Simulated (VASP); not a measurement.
# Mn (I-43m) in VASP: single point with PBE

Aim: the single point of Mn with PBE.

Program: VASP 6.6.1. These are calculated values, not measurements. Logs are shortened: lines on timing, memory, paths and dates and some standing lists are left out, and cuts for length are marked.

## 1. The cell of the first run

It takes space group I-43m (No. 217, cubic). Conventional cell: a = 8.639 Å, b = 8.639 Å, c = 8.639 Å, α = 90.00°, β = 90.00°, γ = 90.00°. Within 3.5 Å of Mn (site symmetry -43m) lie 16 Mn at 2.68 to 2.76 Å. Mn (site symmetry 3m) has 16 Mn at 2.49 to 2.81 Å within 3.3 Å. Mn (site symmetry m) has 12 Mn at 2.16 to 2.79 Å within 2.9 Å. Within 3.0 Å of Mn (site symmetry m) lie 13 Mn at 2.26 to 2.81 Å.

## 2. Single point, PBE, collinear spin, ferromagnetic start

INCAR reads:

```
SYSTEM = Mn
PREC     = Accurate       ! precision mode
ENCUT    = 520            ! plane-wave cutoff, eV
EDIFF    = 1E-7           ! SCF threshold, eV
ISMEAR   = 0              ! smearing method
SIGMA    = 0.05           ! smearing width, eV
LREAL    = Auto         
LASPH    = .TRUE.         ! aspherical terms in the spheres
NELM     = 150            ! most SCF steps
ALGO     = Normal         ! electronic algorithm
ISIF     = 2              ! what is computed and relaxed
LWAVE    = .FALSE.        ! write WAVECAR
LCHARG   = .FALSE.        ! write CHGCAR
ISPIN    = 2              ! spin polarisation
MAGMOM   = 3.5 3.5 3.5 3.5 3.5 3.5 3.5 3.5 3.5 3.5 3.5 3.5 3.5 3.5 3.5 3.5 3.5 3.5 3.5 3.5 3.5 3.5 3.5 3.5 3.5 3.5 3.5 3.5 3.5 ! initial moments
LORBIT   = 11             ! projections on sites
LMAXMIX  = 4              ! l up to which the mixer works
GGA      = PE             ! functional
NBANDS   = 212            ! bands
LUSENCCL = .FALSE.
```

KPOINTS reads:

```
Automatic mesh
0
G
  4 4 4
  0 0 0
```

POSCAR reads:

```
Mn
1.0
   -4.3193457332      4.3193457332      4.3193457332
    4.3193457332     -4.3193457332      4.3193457332
    4.3193457332      4.3193457332     -4.3193457332
Mn
29
Direct
    0.0000000000      0.0000000000      0.0000000000
    0.3689319147      0.3689319147      0.3689319147
    0.0000000000      0.0000000000      0.6310680853
    0.0000000000      0.6310680853      0.0000000000
    0.6310680853      0.0000000000      0.0000000000
    0.1770257424      0.8047252685      0.8047252685
    0.0000000000      0.3723004739      0.1952747315
    0.0000000000      0.1952747315      0.3723004739
    0.8229742576      0.6276995261      0.6276995261
    0.8047252685      0.1770257424      0.8047252685
    0.3723004739      0.0000000000      0.1952747315
    0.6276995261      0.8229742576      0.6276995261
    0.1952747315      0.0000000000      0.3723004739
    0.8047252685      0.8047252685      0.1770257424
    0.6276995261      0.6276995261      0.8229742576
    0.3723004739      0.1952747315      0.0000000000
    0.1952747315      0.3723004739      0.0000000000
    0.7113939103      0.3228296678      0.3228296678
    0.0000000000      0.3885642424      0.6771703322
    0.0000000000      0.6771703322      0.3885642424
    0.2886060897      0.6114357576      0.6114357576
    0.3228296678      0.7113939103      0.3228296678
    0.3885642424      0.0000000000      0.6771703322
    0.6114357576      0.2886060897      0.6114357576
    0.6771703322      0.0000000000      0.3885642424
    0.3228296678      0.3228296678      0.7113939103
    0.6114357576      0.6114357576      0.2886060897
    0.3885642424      0.6771703322      0.0000000000
    0.6771703322      0.3885642424      0.0000000000
```

Potentials or basis: VASP PAW PBE potentials, release 64 (Mn_pv).

The run is started by

```bash
> cat potpaw_PBE.64/Mn_pv/POTCAR > POTCAR
> mpirun -np 1 vasp_std > vasp.out
```

OUTCAR:

```text
SYSTEM = Mn
   PREC = Accurate
   ENCUT = 520
   EDIFF = 1E-7
   ISMEAR = 0
   LREAL = Auto
   LASPH = .TRUE.
   NELM = 150
   ISIF = 2
   ISPIN = 2
   LORBIT = 11
   GGA = PE

 ion  position               nearest neighbor table
   1  0.000  0.000  0.000-  16 2.68  17 2.68   8 2.68   9 2.68  10 2.68  11 2.68  12 2.68  13 2.68
                            14 2.68  15 2.68   6 2.68   7 2.68   2 2.76   3 2.76   4 2.76   5 2.76
   2  0.369  0.369  0.369-  21 2.49  24 2.49  27 2.49  13 2.64   7 2.64   8 2.64  11 2.64  17 2.64
                            16 2.64   1 2.76  15 2.79  12 2.79   9 2.79  18 2.81  26 2.81  22 2.81
   3  0.000  0.000  0.631-  26 2.49  25 2.49  20 2.49  12 2.64  16 2.64  17 2.64   6 2.64   9 2.64
                            10 2.64   1 2.76  14 2.79   8 2.79  13 2.79  19 2.81  23 2.81  27 2.81
   4  0.000  0.631  0.000-  22 2.49  19 2.49  29 2.49  13 2.64  15 2.64   6 2.64   9 2.64  11 2.64
                            14 2.64   1 2.76   7 2.79  10 2.79  17 2.79  28 2.81  20 2.81  24 2.81
   5  0.631  0.000  0.000-  18 2.49  23 2.49  28 2.49  12 2.64  15 2.64   7 2.64   8 2.64  10 2.64
                            14 2.64   1 2.76  11 2.79   6 2.79  16 2.79  25 2.81  29 2.81  21 2.81
   6  0.177  0.805  0.805-   9 2.16  21 2.26  16 2.39  11 2.39  23 2.44  28 2.44  20 2.60  19 2.60
                             3 2.64   4 2.64   1 2.68   5 2.79
   7  0.000  0.372  0.195-   8 2.16  20 2.26  17 2.39  10 2.39  29 2.44  22 2.44  18 2.60  21 2.60
                             2 2.64   5 2.64   1 2.68   4 2.79
   8  0.000  0.195  0.372-   7 2.16  19 2.26  14 2.39  13 2.39  25 2.44  26 2.44  18 2.60  21 2.60
                             2 2.64   5 2.64   1 2.68   3 2.79
   9  0.823  0.628  0.628-   6 2.16  18 2.26  15 2.39  12 2.39  24 2.44  27 2.44  19 2.60  20 2.60
[... 27 lines left out ...]
  23  0.389  0.000  0.677-  13 2.26   6 2.44  16 2.44   5 2.49  24 2.56  22 2.56  21 2.57  26 2.57
                            20 2.57  29 2.57  12 2.60  10 2.60   3 2.81
  24  0.611  0.289  0.611-  10 2.26   9 2.44  15 2.44   2 2.49  23 2.56  25 2.56  29 2.57  19 2.57
                            26 2.57  18 2.57  11 2.60  13 2.60   4 2.81
  25  0.677  0.000  0.389-  11 2.26  14 2.44   8 2.44   3 2.49  24 2.56  22 2.56  27 2.57  18 2.57
                            19 2.57  28 2.57  10 2.60  12 2.60   5 2.81
  26  0.323  0.323  0.711-  15 2.26  13 2.44   8 2.44   3 2.49  28 2.56  29 2.56  19 2.57  23 2.57
                            21 2.57  24 2.57  16 2.60  17 2.60   2 2.81
  27  0.611  0.611  0.289-  14 2.26  12 2.44   9 2.44   2 2.49  28 2.56  29 2.56  20 2.57  25 2.57
                            22 2.57  18 2.57  16 2.60  17 2.60   3 2.81
  28  0.389  0.677  0.000-  17 2.26  11 2.44   6 2.44   5 2.49  27 2.56  26 2.56  21 2.57  22 2.57
                            19 2.57  25 2.57  14 2.60  15 2.60   4 2.81
  29  0.677  0.389  0.000-  16 2.26  10 2.44   7 2.44   4 2.49  27 2.56  26 2.56  18 2.57  24 2.57
                            23 2.57  20 2.57  14 2.60  15 2.60   5 2.81

  LATTYP: Found a body centered cubic cell.
 ALAT       =     8.6386914664

  Lattice vectors:

 A1 = (  -4.3193457332,   4.3193457332,   4.3193457332)
 A2 = (   4.3193457332,  -4.3193457332,   4.3193457332)
 A3 = (   4.3193457332,   4.3193457332,  -4.3193457332)

[... 237 lines left out ...]

 k-point     1 :       0.0000    0.0000    0.0000
  band No.  band energies     occupation
      1     -38.4931      1.00000
      2     -38.4223      1.00000
      3     -38.4223      1.00000
      4     -38.3822      1.00000
      5     -38.3822      1.00000
      6     -38.3822      1.00000
[... 1613 lines left out ...]
    199      10.4603      0.00000
    200      10.4813      0.00000
 Fermi energy:        10.0372759622

 spin component 2

 k-point     1 :       0.0000    0.0000    0.0000
  band No.  band energies     occupation
      1     -38.4931      1.00000
      2     -38.4223      1.00000
      3     -38.4223      1.00000
      4     -38.3822      1.00000
      5     -38.3822      1.00000
      6     -38.3822      1.00000
[... 1613 lines left out ...]
    199      10.4603      0.00000
    200      10.4814      0.00000
 [bands above 200 left out]

------------------------ aborting loop because EDIFF is reached ----------------------------------------

  FORCE on cell =-STRESS in cart. coord.  units (eV):
  Direction    XX          YY          ZZ          XY          YZ          ZX
  --------------------------------------------------------------------------------------
  -------------------------------------------------------------------------------------
  Total      -13.7767198    -13.7767198    -13.7767198      0.0000000      0.0000000      0.0000000
  in kB      -68.4766512    -68.4766512    -68.4766512      0.0000000      0.0000000      0.0000000
  external PRESSURE =     -68.4766512 kB  Pullay stress =       0.0000000 kB

 VOLUME and BASIS-vectors are now :
 -----------------------------------------------------------------------------
  energy-cutoff  :      520.00
  volume of cell :      322.34
      direct lattice vectors                 reciprocal lattice vectors
    -4.319345733  4.319345733  4.319345733     0.000000000  0.115758272  0.115758272
     4.319345733 -4.319345733  4.319345733     0.115758272  0.000000000  0.115758272
     4.319345733  4.319345733 -4.319345733     0.115758272  0.115758272  0.000000000

 POSITION                                       TOTAL-FORCE (eV/Angst)
 -----------------------------------------------------------------------------------
      0.00000      0.00000      0.00000        -0.000000      0.000000     -0.000000
      1.59354      1.59354      1.59354        -0.255990     -0.255990     -0.255990
      2.72580      2.72580     -2.72580         0.255990      0.255990     -0.255990
      2.72580     -2.72580      2.72580         0.255990     -0.255990      0.255990
     -2.72580      2.72580      2.72580        -0.255990      0.255990      0.255990
      6.18714      0.76464      0.76464         0.488870     -0.005463     -0.005463
[... 21 lines left out ...]
      1.24659     -1.24659      4.60328         0.048529     -0.048529      0.356781
     -1.24659      1.24659      4.60328        -0.048529      0.048529      0.356781
 -----------------------------------------------------------------------------------
    total drift:                               -0.000005     -0.000005      0.000000

  FREE ENERGIE OF THE ION-ELECTRON SYSTEM (eV)
  ---------------------------------------------------
  free  energy   TOTEN  =      -260.4312433632 eV

  energy  without entropy=     -260.3884783744  energy(sigma->0) =     -260.40986087

 total charge

# of ion       s       p       d       tot
------------------------------------------
    1        0.350   6.310   5.002  11.661
    2        0.363   6.332   5.042  11.736
    3        0.363   6.332   5.042  11.736
    4        0.363   6.332   5.042  11.736
    5        0.363   6.332   5.042  11.736
    6        0.441   6.424   5.188  12.054
[... 21 lines left out ...]
   28        0.414   6.395   5.126  11.936
   29        0.414   6.395   5.126  11.936
--------------------------------------------------
tot         12.065 185.470 148.945 346.480

 magnetization (x)

# of ion       s       p       d       tot
------------------------------------------
    1        0.000   0.000   0.000   0.000
    2        0.000   0.000   0.000   0.000
    3        0.000   0.000   0.000   0.000
    4        0.000   0.000   0.000   0.000
    5        0.000   0.000   0.000   0.000
    6       -0.000  -0.000  -0.000  -0.000
[... 21 lines left out ...]
   28        0.000   0.000   0.000   0.000
   29        0.000   0.000   0.000   0.000
--------------------------------------------------
tot         -0.000  -0.000   0.000   0.000
```

OSZICAR:

```text
N       E                     dE             d eps       ncg     rms          rms(c)
DAV:   1     0.593814101310E+04    0.59381E+04   -0.19133E+05  6904   0.232E+03
DAV:   2     0.387173573510E+03   -0.55510E+04   -0.54627E+04  6784   0.777E+02
DAV:   3    -0.207246255585E+03   -0.59442E+03   -0.56970E+03  9024   0.244E+02
[... 31 lines left out ...]
DAV:  35    -0.260431243331E+03    0.26088E-05   -0.74956E-05  8920   0.340E-02    0.544E-03
DAV:  36    -0.260431243396E+03   -0.64902E-07   -0.77116E-06  8864   0.130E-02    0.221E-03
DAV:  37    -0.260431243327E+03    0.69056E-07   -0.14623E-06  7664   0.540E-03    0.186E-03
DAV:  38    -0.260431243314E+03    0.12671E-07   -0.10729E-06  7528   0.476E-03    0.363E-04
DAV:  39    -0.260431243363E+03   -0.48709E-07   -0.91630E-08  4392   0.138E-03
   1 F= -.26043124E+03 E0= -.26040986E+03  d E =-.427650E-01  mag=     0.0005
```

stdout:

```text
Offloading initialized ...    1 GPUs detected
 POSCAR found type information on POSCAR Mn
 POSCAR found :  1 types and      29 ions
 scaLAPACK will be used selectively (only on CPU)
 LDA part: xc-table for (Slater+PW92), standard interpolation
 POSCAR, INCAR and KPOINTS ok, starting setup
 FFT: planning ... GRIDC
 FFT: planning ... GRID_SOFT
 FFT: planning ... GRID
 WAVECAR not read
 entering main loop
```

It took 23 min on 1 × NVIDIA H100 80GB with 1 thread of AMD EPYC 7R13 (Zen 3), shared host; peak memory 2 GiB.

What came out:

| Quantity | Value |
| --- | --- |
| Free energy | -260.4312 eV |
| Pressure | -6.8 GPa |
| Largest force | 0.489 eV/Å |
| Net moment | 0.00 μB per cell |
| Valence electrons inside the program's atomic spheres | Mn 11.66, 11.74, 12.05, 11.94 (each value once) |

Forces on the atoms (eV/Å):
```
Mn   0.000  0.000  0.000
Mn  -0.256 -0.256 -0.256
Mn   0.256  0.256 -0.256
Mn   0.256 -0.256  0.256
Mn  -0.256  0.256  0.256
Mn   0.489 -0.005 -0.005
Mn  -0.489  0.005 -0.005
Mn  -0.489 -0.005  0.005
Mn   0.489  0.005  0.005
Mn  -0.005  0.489 -0.005
Mn   0.005 -0.489 -0.005
Mn   0.005  0.489  0.005
Mn  -0.005 -0.489  0.005
Mn  -0.005 -0.005  0.489
Mn   0.005  0.005  0.489
Mn   0.005 -0.005 -0.489
Mn  -0.005  0.005 -0.489
Mn  -0.357 -0.049 -0.049
Mn   0.357  0.049 -0.049
Mn   0.357 -0.049  0.049
Mn  -0.357  0.049  0.049
Mn  -0.049 -0.357 -0.049
Mn   0.049  0.357 -0.049
Mn   0.049 -0.357  0.049
Mn  -0.049  0.357  0.049
Mn  -0.049 -0.049 -0.357
Mn   0.049  0.049 -0.357
Mn   0.049 -0.049  0.357
Mn  -0.049  0.049  0.357
```

Caveat: the cell stands under tension; the moments typed at the start vanished in this run.
